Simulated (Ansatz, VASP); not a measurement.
## Ti: VASP beside Ansatz

```
Ti
1.0
     2.93858    0.00000    0.00000
    -1.46929    2.54489    0.00000
     0.00000    0.00000    4.65043
Ti
2
Direct
  0.33333 0.66667 0.25000
  0.66667 0.33333 0.75000
```

Alike in both runs: task single point; functional LDA; k mesh 18 × 18 × 10; occupations gaussian, width 0.1 eV; no spin polarisation.

```csv
,VASP,Ansatz
version,VASP 6.6.1,Ansatz 0.2.0
potentials or method,"VASP PAW LDA potentials, release 64 (Ti_sv), cutoff 520 eV","scalar-relativistic, plane waves, PAW"
valence electrons in the cell,24,24
```

```tsv
	VASP	Ansatz	Ansatz less VASP
gap on the k mesh at the Fermi level (eV)	none	none	-
pressure (GPa)	-8.8	-8.5	+0.25
traceless stress, the component that is largest in VASP (GPa)	-0.14	-0.15	-0.010
```

LDA's correlation is that of Perdew and Zunger in VASP and of Perdew and Wang (1992) in Ansatz. A gap of «none» marks a metal or a gap that the smearing closes.
